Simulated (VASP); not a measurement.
# TaN in VASP: notebook, part 2 of 2

VASP 6.6.1.

**3. Single point, PBEsol (strained)**

The input, INCAR:

```
SYSTEM = TaN
  PREC = Accurate
  ENCUT = 520
  EDIFF = 1E-7
  ISMEAR = 0
  SIGMA = 0.1
  LREAL = .False.
  LASPH = .True.
  NELM = 60
  ALGO = Normal
  ISIF = 2
  LWAVE = .False.
  LCHARG = .False.
  GGA = PS
  NBANDS = 33
```

The input, KPOINTS:

```
regular mesh
0
Gamma
  9 9 12
  0 0 0
```

The input, POSCAR:

```
TaN
1.0
    5.2552559957      0.0000000000      0.0000000000
   -2.6276279979      4.5511851957      0.0000000000
    0.0000000000      0.0000000000      3.0346434000
Ta N
3 3
Direct
    0.0000000000      0.0000000000      0.0000000000
    0.3333333333      0.6666666667      0.5000000000
    0.6666666667      0.3333333333      0.5000000000
    0.5000000000      0.0000000000      0.0000000000
    0.5000000000      0.5000000000      0.0000000000
    0.0000000000      0.5000000000      0.0000000000
```

Potentials or basis: VASP PAW PBE potentials, release 64 (Ta_pv, N).

Command:

```console
$ cat potpaw_PBE.64/Ta_pv/POTCAR potpaw_PBE.64/N/POTCAR > POTCAR
$ mpirun -np 1 vasp_std > vasp.out
```

OUTCAR:

```text
SYSTEM = TaN
   PREC = Accurate
   ENCUT = 520
   EDIFF = 1E-7
   ISMEAR = 0
   LREAL = .False.
   LASPH = .True.
   NELM = 60
   ISIF = 2
   GGA = PS

 ion  position               nearest neighbor table
   1  0.000  0.000  0.000-   4 2.63   4 2.63   5 2.63   5 2.63   6 2.63   6 2.63   3 3.39   3 3.39
                             2 3.39   2 3.39   2 3.39   3 3.39   2 3.39   3 3.39   2 3.39   3 3.39
   2  0.333  0.667  0.500-   6 2.15   6 2.15   4 2.15   4 2.15   5 2.15   5 2.15   3 3.03   3 3.03
                             3 3.03   1 3.39   1 3.39   1 3.39   1 3.39   1 3.39   1 3.39
   3  0.667  0.333  0.500-   6 2.15   6 2.15   4 2.15   4 2.15   5 2.15   5 2.15   2 3.03   2 3.03
                             2 3.03   1 3.39   1 3.39   1 3.39   1 3.39   1 3.39   1 3.39
[... 1077 lines left out ...]
  in kB     -128.4947987   -128.4947987   -321.9755175      0.0000000      0.0000000      0.0000000
  external PRESSURE =    -192.9883717 kB  Pullay stress =       0.0000000 kB

 VOLUME and BASIS-vectors are now :
 -----------------------------------------------------------------------------
  energy-cutoff  :      520.00
  volume of cell :       72.58
      direct lattice vectors                 reciprocal lattice vectors
     5.255255996  0.000000000  0.000000000     0.190285687  0.109861493  0.000000000
    -2.627627998  4.551185196  0.000000000     0.000000000  0.219722986  0.000000000
     0.000000000  0.000000000  3.034643400     0.000000000  0.000000000  0.329528010

 POSITION                                       TOTAL-FORCE (eV/Angst)
 -----------------------------------------------------------------------------------
      0.00000      0.00000      0.00000         0.000000      0.000000      0.000000
     -0.00000      3.03412      1.51732         0.000000      0.000000      0.000000
      2.62763      1.51706      1.51732        -0.000000     -0.000000      0.000000
      2.62763      0.00000      0.00000         0.000000      0.000000      0.000000
      1.31381      2.27559      0.00000         0.000000      0.000000      0.000000
     -1.31381      2.27559      0.00000         0.000000      0.000000      0.000000
 -----------------------------------------------------------------------------------
    total drift:                               -0.000000      0.000000     -0.000000

  FREE ENERGIE OF THE ION-ELECTRON SYSTEM (eV)
  ---------------------------------------------------
  free  energy   TOTEN  =       -68.3374954195 eV

  energy  without entropy=      -68.3330711922  energy(sigma->0) =      -68.33528331
```

stdout:

```text
POSCAR found type information on POSCAR TaN
 POSCAR found :  2 types and       6 ions
 scaLAPACK will be used
 -----------------------------------------------------------------------------
|                                                                             |
|                                                                             |
|     You enforced a specific xc type in the INCAR file but a different       |
|     I HOPE YOU KNOW WHAT YOU ARE DOING!                                     |
|                                                                             |
 -----------------------------------------------------------------------------

 LDA part: xc-table for (Slater+PW92), standard interpolation
 POSCAR, INCAR and KPOINTS ok, starting setup
 FFT: planning ... GRIDC
 FFT: planning ... GRID_SOFT
 FFT: planning ... GRID
 WAVECAR not read
 entering main loop
```

It took 79 s on 1 thread of Intel Xeon 6975P-C (Granite Rapids), shared host; peak memory 0.29 GiB.

What came out:

```yaml
Free_energy: -68.3375 eV
Pressure: -19.3 GPa
Band_gap_on_the_k_mesh: zero (bands 24 and 25 overlap by 1.86 eV)
```

Levels at points of the mesh, in eV from the Fermi level:
```csv
k point,band 22,band 23,band 24,band 25,band 26,band 27
"(0.00, 0.00, 0.00)",-2.14,-1.73,-1.09,-1.09,0.50,0.50
"(0.00, 0.00, 0.50)",-2.73,-1.67,0.77,0.77,0.93,1.53
```

Caveat: the cell differs from its parent crystal (strained); the cell stands under tension; the PAW data sets were made with another functional, which shifts forces and pressure a little; spin-orbit coupling is left out, which moves the levels of the heavy elements.

**4. Single point, PBEsol (strained)**

The input, INCAR:

```
SYSTEM = TaN
  PREC = Accurate
  ENCUT = 520
  EDIFF = 1E-6
  ISMEAR = 0
  SIGMA = 0.1
  LREAL = .FALSE.
  LASPH = .TRUE.
  NELM = 80
  ALGO = Normal
  ISIF = 2
  LWAVE = .FALSE.
  LCHARG = .FALSE.
  GGA = PS
  NBANDS = 33
```

The input, KPOINTS:

```
Automatic mesh
0
G
  9 9 12
  0 0 0
```

Edit POSCAR of step 3 so:

```diff
@@ -2,5 +2,5 @@
 1.0
-    5.2552559957      0.0000000000      0.0000000000
-   -2.6276279979      4.5511851957      0.0000000000
-    0.0000000000      0.0000000000      3.0346434000
+    5.3510229320      0.0000000000      0.0000000000
+   -2.6755114660      4.6341217953      0.0000000000
+    0.0000000000      0.0000000000      3.0447341600
 Ta N
```

Command:

```console
$ cat potpaw_PBE.64/Ta_pv/POTCAR potpaw_PBE.64/N/POTCAR > POTCAR
$ mpirun -np 1 vasp_std > vasp.out
```

It took 72 s on 1 thread of Intel Xeon 6975P-C (Granite Rapids), shared host; peak memory 0.3 GiB.

It converged, with:

```
Free energy            : -67.9968 eV
Pressure               : -27.1 GPa
Band gap on the k mesh : zero (bands 24 and 25 overlap by 1.84 eV)
```

Stress tensor (GPa, compression positive):
```
-21.42   0.00   0.00
  0.00 -21.42   0.00
  0.00   0.00 -38.43
```

Levels at points of the mesh, in eV from the Fermi level:
```
           k point  band 21  band 22  band 23  band 24  band 25  band 26  band 27  band 28
(0.00, 0.00, 0.00)    -2.70    -2.12    -1.79    -1.07    -1.07     0.57     0.57     0.98
(0.00, 0.00, 0.50)    -2.74    -2.74    -1.66     0.69     0.69     1.04     1.33     2.18
```

Caveat: the cell differs from its parent crystal (strained); the cell stands under tension; the PAW data sets were made with another functional, which shifts forces and pressure a little; spin-orbit coupling is left out, which moves the levels of the heavy elements.

**5. Single point, PBEsol (one atom moved)**

The input, INCAR:

```
SYSTEM = TaN
ALGO     = Normal         ! electronic algorithm
EDIFF    = 1E-6           ! SCF threshold, eV
ENCUT    = 520            ! plane-wave cutoff, eV
GGA      = PS             ! functional
ISIF     = 2              ! what is computed and relaxed
ISMEAR   = 0              ! smearing method
LASPH    = .TRUE.         ! aspherical terms in the spheres
LCHARG   = .FALSE.        ! write CHGCAR
LREAL    = .FALSE.        ! projectors in reciprocal space
LWAVE    = .FALSE.        ! write WAVECAR
NBANDS   = 33             ! bands
NELM     = 80             ! most SCF steps
PREC     = Accurate       ! precision mode
SIGMA    = 0.1            ! smearing width, eV
```

The input, KPOINTS:

```
k-points
0
G
  9 9 10
  0 0 0
```

The input, POSCAR:

```
TaN
1.0
    5.1849992558      0.0000000000      0.0000000000
   -2.5924996279      4.4903410741      0.0000000000
    0.0000000000      0.0000000000      2.9080000000
Ta N
3 3
Direct
    0.0000000000      0.0000000000      0.0000000000
    0.3333333333      0.6666666667      0.5154745530
    0.6666666667      0.3333333333      0.5000000000
    0.5000000000      0.0000000000      0.0000000000
    0.5000000000      0.5000000000      0.0000000000
    0.0000000000      0.5000000000      0.0000000000
```

Command:

```console
$ cat potpaw_PBE.64/Ta_pv/POTCAR potpaw_PBE.64/N/POTCAR > POTCAR
$ mpirun -np 1 vasp_std > vasp.out
```

It took 80 s on 1 thread of Intel Xeon 6975P-C (Granite Rapids), shared host; peak memory 0.3 GiB.

Results (log left out):

| Quantity | Value |
| --- | --- |
| Free energy | -68.6726 eV |
| Pressure | 2.7 GPa |
| Largest force | 0.990 eV/Å |
| Band gap on the k mesh | zero (bands 24 and 25 overlap by 2.23 eV) |

Forces on the atoms (eV/Å):
```
Ta   0.000  0.000 -0.006
Ta   0.000  0.000 -0.990
Ta   0.000  0.000 -0.004
N    0.000  0.031  0.333
N    0.027 -0.016  0.333
N   -0.027 -0.016  0.333
```

Stress tensor (GPa, compression positive):
```
2.75 0.00 0.00
0.00 2.75 0.00
0.00 0.00 2.52
```

Levels at points of the mesh, in eV from the Fermi level:
| k point | band 20 | band 21 | band 22 | band 23 | band 24 | band 25 | band 26 | band 27 | band 28 | band 29 |
| --- | --- | --- | --- | --- | --- | --- | --- | --- | --- | --- |
| (0.00, 0.00, 0.00) | -2.89 | -2.89 | -2.39 | -1.94 | -1.17 | -1.17 | 0.90 | 0.90 | 1.34 | 2.30 |
| (0.00, 0.00, 0.50) | -3.66 | -2.98 | -2.98 | -1.80 | 0.97 | 0.97 | 1.60 | 1.86 | 2.67 | 2.67 |

Caveat: the cell differs from its parent crystal (one atom moved); the PAW data sets were made with another functional, which shifts forces and pressure a little; spin-orbit coupling is left out, which moves the levels of the heavy elements.

**6. Single point, PBEsol (one atom moved)**

The input, INCAR:

```
SYSTEM = TaN
PREC = Accurate
ENCUT = 520
EDIFF = 1E-7
ISMEAR = 0
SIGMA = 0.1
LREAL = .FALSE.
LASPH = .TRUE.
NELM = 60
ALGO = Normal
ISIF = 2
LWAVE = .FALSE.
LCHARG = .TRUE.
GGA = PS
LELF = .TRUE.
LVHAR = .TRUE.
NBANDS = 33
```

The input, KPOINTS:

```
Automatic mesh
0
G
  9 9 10
  0 0 0
```

Edit POSCAR of step 5 so:

```diff
@@ -9,4 +9,4 @@
     0.0000000000      0.0000000000      0.0000000000
-    0.3333333333      0.6666666667      0.5154745530
-    0.6666666667      0.3333333333      0.5000000000
+    0.3333333333      0.6666666667      0.5000000000
+    0.6716774219      0.3433548438      0.5000000000
     0.5000000000      0.0000000000      0.0000000000
```

Potentials or basis: VASP PAW PBE potentials, release 64 (Ta_pv, N).

Command:

```console
$ cat potpaw_PBE.64/Ta_pv/POTCAR potpaw_PBE.64/N/POTCAR > POTCAR
$ mpirun -np 1 vasp_std > vasp.out
```

It took 2.1 min on 1 thread of Intel Xeon 6975P-C (Granite Rapids), shared host; peak memory 0.38 GiB.

Results (log left out):

```yaml
Free_energy: -68.6670 eV
Pressure: 2.6 GPa
Largest_force: 1.226 eV/Å
Band_gap_on_the_k_mesh: zero (bands 24 and 25 overlap by 2.22 eV)
```

Forces in eV/Å, atoms in the order of the input:
```
Ta   0.000  0.111  0.000
Ta   0.000  0.386  0.000
Ta   0.000 -1.226  0.000
N    0.000  0.448  0.000
N   -0.212  0.140  0.000
N    0.212  0.140  0.000
```

Stress tensor (GPa, compression positive):
```
4.10 0.00 0.00
0.00 1.26 0.00
0.00 0.00 2.47
```

Levels at points of the mesh, in eV from the Fermi level:
| k point | band 20 | band 21 | band 22 | band 23 | band 24 | band 25 | band 26 | band 27 | band 28 | band 29 |
| --- | --- | --- | --- | --- | --- | --- | --- | --- | --- | --- |
| (0.00, 0.00, 0.00) | -2.89 | -2.88 | -2.38 | -1.96 | -1.17 | -1.16 | 0.84 | 0.97 | 1.33 | 2.23 |
| (0.00, 0.00, 0.50) | -3.63 | -3.06 | -2.91 | -1.79 | 0.96 | 0.99 | 1.58 | 1.86 | 2.66 | 2.66 |

Caveat: the cell differs from its parent crystal (one atom moved); the PAW data sets were made with another functional, which shifts forces and pressure a little; spin-orbit coupling is left out, which moves the levels of the heavy elements.

**7. Overview**

```csv
cell,k mesh,smearing,gap on the mesh (eV),pressure (GPa),largest force (eV/Å)
"a = 5.205, b = 5.205, c = 2.904 Å, angles 90.0, 90.0, 120.0°, 6 atoms, atomic positions A",6 × 6 × 12,gaussian 0.15 eV,none,1.0,-
"a = 5.255, b = 5.255, c = 3.035 Å, angles 90.0, 90.0, 120.0°, 6 atoms, atomic positions A",9 × 9 × 12,gaussian 0.1 eV,none,-19.3,-
"a = 5.351, b = 5.351, c = 3.045 Å, angles 90.0, 90.0, 120.0°, 6 atoms, atomic positions A",9 × 9 × 12,gaussian 0.1 eV,none,-27.1,-
"a = 5.185, b = 5.185, c = 2.908 Å, angles 90.0, 90.0, 120.0°, 6 atoms, atomic positions B",9 × 9 × 10,gaussian 0.1 eV,none,2.7,0.99
"a = 5.185, b = 5.185, c = 2.908 Å, angles 90.0, 90.0, 120.0°, 6 atoms, atomic positions C",9 × 9 × 10,gaussian 0.1 eV,none,2.6,1.23
```

Alike in all rows: task single point; level PBEsol; potentials or basis VASP PAW PBE potentials, release 64 (Ta_pv, N); no spin polarisation; cutoff (eV) 520.

Caveats: the PAW data sets were made with another functional, which shifts forces and pressure a little; spin-orbit coupling is left out, which moves the levels of the heavy elements; the cell stands under tension (at least some runs).

Total energies depend on the potentials used, so only differences within one code and one set of settings carry meaning.
